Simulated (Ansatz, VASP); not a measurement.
Two plane-wave programs on AgCl

```
CELL_PARAMETERS angstrom
0.00000 2.57022 2.67731
2.57022 0.00000 2.67731
2.57022 2.57022 0.00000
ATOMIC_POSITIONS crystal
Ag 0.52780 0.47220 0.52780
Cl 0.91540 0.08460 0.91540
```

Change from the starting cell: mode 5 frozen in at -0.453 Å, equal normal strain along x and y -0.0400.

Alike in both runs: task single point; functional LDA; k mesh 10 × 10 × 10; occupations gaussian, width 0.05 eV; no spin polarisation.

|  | VASP | Ansatz |
| --- | --- | --- |
| version | VASP 6.6.1 | Ansatz 0.2.0 |
| potentials or method | VASP PAW LDA potentials, release 64 (Ag, Cl), cutoff 520 eV | scalar-relativistic, plane waves, PAW |
| valence electrons in the cell | 18 | 26 |

Ansatz gave:

| Item | Value |
| --- | --- |
| gap on the k mesh at the Fermi level (eV) | 1.14 |
| least direct gap on the mesh (eV) | 1.65 |
| pressure (GPa) | 26.3 |
| traceless stress, the component that is largest in VASP (GPa) | 41.17 |
| rms of the force components (eV/Å) | 4.013 |

Q: Estimate VASP's values.

A: gap on the k mesh at the Fermi level (eV): 1.15; least direct gap on the mesh (eV): 1.67; pressure (GPa): 26.3; traceless stress, the component that is largest in VASP (GPa): 41.24; rms of the force components (eV/Å): 4.021.

LDA's correlation is that of Perdew and Zunger in VASP and of Perdew and Wang (1992) in Ansatz. Atom by atom the forces differ by 0.008 eV/Å (rms over components). VASP's potentials hold 18 valence electrons a cell and Ansatz's 26, so a difference there can come from the potentials and not from the codes.
